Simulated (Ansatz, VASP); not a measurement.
**One calculation of Au, two programs**

```
Au
1.0
     2.09974    2.09974    0.00000
    -2.09974    2.09974    0.00000
     0.00000    0.00000    4.08234
Au
2
Direct
  0.00000 0.00000 0.00000
  0.50000 0.50000 0.50000
```

Alike in both runs: task single point; functional PBE; k mesh 18 × 18 × 12; occupations gaussian, width 0.1 eV; no spin polarisation.

|  | VASP | Ansatz |
| --- | --- | --- |
| version | VASP 6.6.1 | Ansatz 0.2.0 |
| potentials or method | VASP PAW PBE potentials, release 64 (Au), cutoff 520 eV | scalar-relativistic, plane waves, PAW |
| valence electrons in the cell | 22 | 38 |

```csv
,VASP,Ansatz,Ansatz less VASP
gap on the k mesh at the Fermi level (eV),none,none,-
pressure (GPa),-0.3,-0.2,+0.15
"traceless stress, the component that is largest in VASP (GPa)",0.20,0.19,-0.006
```

A gap of «none» marks a metal or a gap that the smearing closes. VASP's potentials hold 22 valence electrons a cell and Ansatz's 38, so a difference there can come from the potentials and not from the codes.

Spin-orbit coupling is off throughout.
